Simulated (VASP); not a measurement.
Here is a VASP 6.6.1 calculation.

Contents of INCAR:

```
PREC = Accurate ; ENCUT = 520
EDIFF = 1E-7 ; ISMEAR = 0
SIGMA = 0.02 ; LREAL = Auto
LASPH = T ; NELM = 80
ALGO = Normal ; ISIF = 2
LWAVE = F ; LCHARG = T
GGA = PE ; IVDW = 12
LELF = T ; LVHAR = T
NBANDS = 163
```

The input KPOINTS:

```
Automatic mesh
0
Gamma
  1 1 1
```

File POSCAR:

```
Si62C
1.0
   10.8600000000      0.0000000000      0.0000000000
    0.0000000000     10.8600000000      0.0000000000
    0.0000000000      0.0000000000     10.8600000000
Si C
62 1
Direct
    0.5006620626     -0.0001100368      0.0006310313
    0.6236301105      0.1260374770      0.1264186924
    0.7500666667      0.2509214549      0.0001069982
    0.8748834254      0.3816850829      0.1185224678
    0.7494562615     -0.0001382136      0.2494426335
    0.8741982505      0.1261980663      0.3757328729
   -0.0095067219     -0.0090009208     -0.0003903315
    0.1204631676      0.1203874770      0.1216720994
    0.2492205341      0.2512686924      0.0013930018
    0.3801404236      0.3800035912      0.1216591160
    0.5095346225      0.5100300184     -0.0004367403
    0.6371636280      0.6524083794      0.1129429098
    0.8481418969      0.8633467772      0.1129020258
    0.2483378453      0.0002320442      0.2498006446
    0.3749352670      0.1256300184      0.3751590239
    0.5003533149      0.2521417127      0.2497526703
    0.6284208103      0.3800065378      0.3699174033
    0.7505527624      0.5101295580      0.2406389503
    0.8750892265      0.6255059853      0.3743745856
    0.5003488950      0.0001636280      0.5017962247
    0.6284306630      0.1203888582      0.6295459484
    0.7486514733      0.2512392265      0.5008046041
    0.8803636280      0.3745136280      0.6241047882
    0.7505395948     -0.0089480663      0.7596561694
    0.8750288214      0.1247534070      0.8750976059
   -0.0030754144      0.5036489871     -0.0170194291
    0.1189484346      0.6256680479      0.1185491713
    0.2496674033      0.7505304788      0.0001279926
    0.3745050645      0.8769911602      0.1265067219
    0.0003989871      0.2503644567      0.2454799263
    0.1270220074      0.3734872928      0.3700369245
    0.2502152855      0.5001435543      0.2455022099
    0.3743115101      0.6263750460      0.3757158379
    0.5006221915      0.7511273481      0.2494988950
    0.6236273481      0.8768765193      0.3756341621
    0.0004163904     -0.0041082873      0.4999075506
    0.1269851750      0.1204660221      0.6231010129
    0.2507579190      0.2497713628      0.4993783610
    0.3800237569      0.3736157459      0.6231789134
    0.5046484346      0.5001232044      0.4998860037
    0.6315593002      0.6256432781      0.6311711786
    0.7500395948      0.7505579190      0.5004879374
    0.8748667587      0.8690115101      0.6312325046
    0.2502237569     -0.0040893186      0.7497011971
    0.3743198895      0.1261649171      0.8758931860
    0.5046248619      0.2503674954      0.7496982505
    0.6316056169      0.3816188766      0.8752416206
    0.7670827808      0.5036116943      0.7531587477
   -0.0095302026      0.7499291897      0.2405783610
    0.1204957643      0.8720650092      0.3699705341
    0.0024703499      0.4980181400      0.4946908840
    0.1260231123      0.6201547882      0.6240590239
    0.2492059853      0.7518686924      0.5008274401
    0.3801567219      0.8720812155      0.6295342541
    0.0024896869      0.2450988950      0.7476262431
    0.1260244015      0.3745346225      0.8696846225
    0.2554462247      0.4981244015      0.7476536832
    0.3757965930      0.6255149171      0.8751209945
    0.5094739411      0.7499840700      0.7596232044
    0.6371679558      0.8633842541      0.9019369245
   -0.0031809392      0.7333773481      0.7532479742
    0.1189413444      0.8689300184      0.8752586556
    0.7147116943      0.7858475138      0.0353722836
```

Potentials or basis: VASP PAW PBE potentials, release 64 (Si, C).

Launch:

```sh
$ cat potpaw_PBE.64/Si/POTCAR potpaw_PBE.64/C/POTCAR > POTCAR
$ mpirun -np 1 vasp_gam > vasp.out
```

Task: Estimate the largest force.

Result: 0.028 eV/Å.

Task: Estimate the dispersion energy per atom.

Result: -0.310 eV.

Task: What does it give for the pressure?

Result: -1.6 GPa.

Forces in eV/Å, atoms in the order of the input:
```
Si  -0.001  0.000  0.002
Si   0.004 -0.004  0.005
Si  -0.003  0.003  0.001
Si   0.004  0.005 -0.001
Si  -0.006  0.000 -0.003
Si   0.004  0.001  0.006
Si   0.003  0.008 -0.013
Si   0.005 -0.004  0.006
Si   0.001 -0.001  0.002
Si   0.004 -0.002  0.005
Si  -0.006 -0.003 -0.005
Si  -0.017 -0.008  0.017
Si   0.014  0.014  0.020
Si  -0.003  0.000  0.001
Si   0.001 -0.005  0.008
Si  -0.004  0.002 -0.002
Si  -0.002  0.000 -0.004
Si   0.007 -0.009  0.003
Si  -0.007  0.001  0.003
Si  -0.004  0.006 -0.011
Si  -0.006 -0.005  0.007
Si   0.004  0.005  0.002
Si  -0.004 -0.005 -0.004
Si   0.005  0.010 -0.007
Si   0.004  0.003  0.002
Si   0.007 -0.005  0.009
Si  -0.003 -0.009 -0.007
Si  -0.001  0.005  0.003
Si   0.003 -0.004  0.000
Si  -0.003 -0.005 -0.001
Si  -0.006  0.011  0.002
Si   0.002 -0.004 -0.001
Si  -0.001 -0.005  0.012
Si   0.002 -0.001 -0.009
Si   0.002  0.005 -0.005
Si  -0.006  0.003 -0.004
Si  -0.002 -0.002  0.006
Si   0.004  0.002  0.002
Si   0.005  0.000 -0.005
Si  -0.011  0.002 -0.005
Si   0.006 -0.002  0.003
Si   0.000 -0.001  0.004
Si   0.006 -0.007  0.000
Si   0.000 -0.004 -0.001
Si   0.000  0.008 -0.002
Si  -0.002 -0.008  0.001
Si   0.005  0.002 -0.006
Si  -0.008 -0.004 -0.003
Si   0.006  0.000  0.007
Si   0.000  0.008 -0.010
Si   0.009 -0.006 -0.009
Si  -0.006  0.005  0.006
Si   0.004 -0.003  0.002
Si   0.000  0.005  0.005
Si   0.001 -0.008 -0.005
Si   0.000  0.001  0.004
Si   0.004 -0.004 -0.003
Si   0.001  0.002  0.002
Si  -0.001 -0.007 -0.006
Si  -0.016  0.012 -0.013
Si   0.011  0.005 -0.006
Si  -0.005 -0.002 -0.010
C    0.000  0.003 -0.002
```

Caveat: the k points lie up to 0.58 Å⁻¹ apart.
